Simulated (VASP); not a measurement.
Input of a VASP 6.6.1 run:

The input INCAR:

```
ALGO = Normal
DIPOL = 0.5 0.5 0.500
EDIFF = 1E-7
ENCUT = 520
GGA = PE
IDIPOL = 3
ISIF = 2
ISMEAR = 0
IVDW = 12
LASPH = T
LCHARG = F
LDIPOL = T
LREAL = F
LWAVE = F
NBANDS = 11
NELM = 100
PREC = Accurate
SIGMA = 0.05
```

The input KPOINTS:

```
k-points
0
Gamma
  15 15 1
```

File POSCAR:

```
C
1.0
    2.4657091164      0.0000000000      0.0000000000
   -1.2328545582      2.1353667332      0.0000000000
    0.0000000000      0.0000000000     18.0000000000
C
2
Direct
    0.3333333333      0.6666666667      0.5000000000
    0.6666666667      0.3333333333      0.5000000000
```

Potentials or basis: VASP PAW PBE potentials, release 64 (C).

Run with:

```sh
$ cat potpaw_PBE.64/C/POTCAR > POTCAR
$ mpirun -np 1 vasp_std > vasp.out
```

**Question.** Estimate the dispersion energy per atom.

**Answer.** -0.089 eV.

**Question.** Predict the band gap on the k mesh.

**Answer.** Zero (filled and empty bands touch).
